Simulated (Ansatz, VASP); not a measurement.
**Two plane-wave programs on YAlSe3**

```
Y Al Se
1.0
     5.48224    0.00000    0.00000
     0.00000    5.48224    0.00000
     0.00000    0.00000    5.48224
Y Al Se
1 1 3
Direct
  0.50000 0.50000 0.50000
  0.00000 0.00000 0.00000
  0.50000 0.00000 0.50000
  0.00000 0.50000 0.50000
  0.50000 0.50000 0.00000
```

Change from the starting cell: species swapped into the ZnFe3C type (Pm-3m, No. 221).

Alike in both runs: functional PBE; k mesh 4 × 4 × 4; occupations gaussian, width 0.1 eV; no spin polarisation.

Ansatz relaxed the structure, and its values are those at the end. VASP's run is a single point on that final structure, the one shown.

|  | VASP | Ansatz |
| --- | --- | --- |
| version | VASP 6.6.1 | Ansatz 0.2.0 |
| potentials or method | VASP PAW PBE potentials, release 64 (Y_sv, Al, Se), cutoff 520 eV | scalar-relativistic, plane waves, PAW |
| valence electrons in the cell | 32 | 62 |

```csv
,VASP,Ansatz,Ansatz less VASP
gap on the k mesh at the Fermi level (eV),none,none,-
pressure (GPa),0.2,0.2,+0.01
```

A gap of «none» marks a metal or a gap that the smearing closes. With one functional, cell and mesh, what is left measures potentials, basis and numerics. VASP's potentials hold 32 valence electrons a cell and Ansatz's 62, so a difference there can come from the potentials and not from the codes.
